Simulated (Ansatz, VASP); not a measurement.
**Be3P3Pd: VASP beside Ansatz**

```
CELL_PARAMETERS angstrom
4.74484 0.00000 0.00000
0.00000 4.74484 0.00000
0.00000 0.00000 4.74484
ATOMIC_POSITIONS crystal
Be 0.00000 0.50000 0.50000
Be 0.50000 0.00000 0.50000
Be 0.50000 0.50000 0.00000
P 0.50000 0.00000 0.00000
P 0.00000 0.50000 0.00000
P 0.00000 0.00000 0.50000
Pd 0.00000 0.00000 0.00000
```

Alike in both runs: functional PBE; k mesh 8 × 8 × 8; occupations gaussian, width 0.1 eV; no spin polarisation.

Ansatz relaxed the structure, and its values are those at the end. VASP's run is a single point on that final structure, the one shown.

```csv
,VASP,Ansatz
version,VASP 6.6.1,Ansatz 0.2.0
potentials or method,"VASP PAW PBE potentials, release 64 (Be, P, Pd), cutoff 520 eV","scalar-relativistic, plane waves, PAW"
valence electrons in the cell,31,39
```

```csv
,VASP,Ansatz,Ansatz less VASP
gap on the k mesh at the Fermi level (eV),none,none,-
pressure (GPa),0.0,0.0,+0.01
```

A gap of «none» marks a metal or a gap that the smearing closes. VASP's potentials hold 31 valence electrons a cell and Ansatz's 39, so a difference there can come from the potentials and not from the codes.
